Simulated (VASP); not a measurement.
Write the native input for VASP 6.6.1 that does the following.

| Item | Value |
| --- | --- |
| Task | single point |
| Functional | PBE |
| Potentials or basis | VASP PAW PBE potentials, release 64 (Pb_d) |
| Cutoff | 520 eV |
| k mesh | 16 × 16 × 16 |
| Occupations | gaussian, width 0.15 eV |
| Spin | no spin polarisation |
| Dipole correction | no |
| Further INCAR settings | ALGO = Fast; EDIFF = 1e-06; NBANDS = 13 |

The structure of Pb lies in POSCAR:

```
Pb
1.0
    0.0000000000      2.4698000000      2.5068470000
    2.4698000000      0.0000000000      2.5068470000
    2.4698000000      2.4698000000      0.0000000000
Pb
1
Direct
    0.0000000000      0.0000000000      0.0000000000
```

This cell differs from its parent crystal: strain +0.0150 x Voigt [0, 0, 1, 0, 0, 0].

These files were run (other wordings do the same):

INCAR

```
SYSTEM = Pb
PREC = Accurate
ENCUT = 520
EDIFF = 1E-6
ISMEAR = 0
SIGMA = 0.15
LREAL = .False.
LASPH = .True.
NELM = 100
ALGO = Fast
ISIF = 2
LWAVE = .False.
LCHARG = .False.
GGA = PE
NBANDS = 13
```

KPOINTS

```
Automatic mesh
0
Gamma
  16 16 16
  0 0 0
```

Potentials or basis: VASP PAW PBE potentials, release 64 (Pb_d).

Launch:

```bash
$ cat potpaw_PBE.64/Pb_d/POTCAR > POTCAR
$ mpirun -np 1 vasp_std > vasp.out
```

Results of the run:

```json
{
 "Pressure": "1.9 GPa",
 "Band gap on the k mesh": "zero (band 7 reaches 14.53 eV, above the bottom of band 8 at 5.46 eV)"
}
```

Caveat: the cell differs from its parent crystal (strain +0.0150 x Voigt [0, 0, 1, 0, 0, 0]); spin-orbit coupling is left out, which moves the levels of the heavy elements.

It took 55 s on 1 thread of Intel(R) Xeon(R) 6975P-C (Granite Rapids) (shared host), peak memory 0.25 GiB.
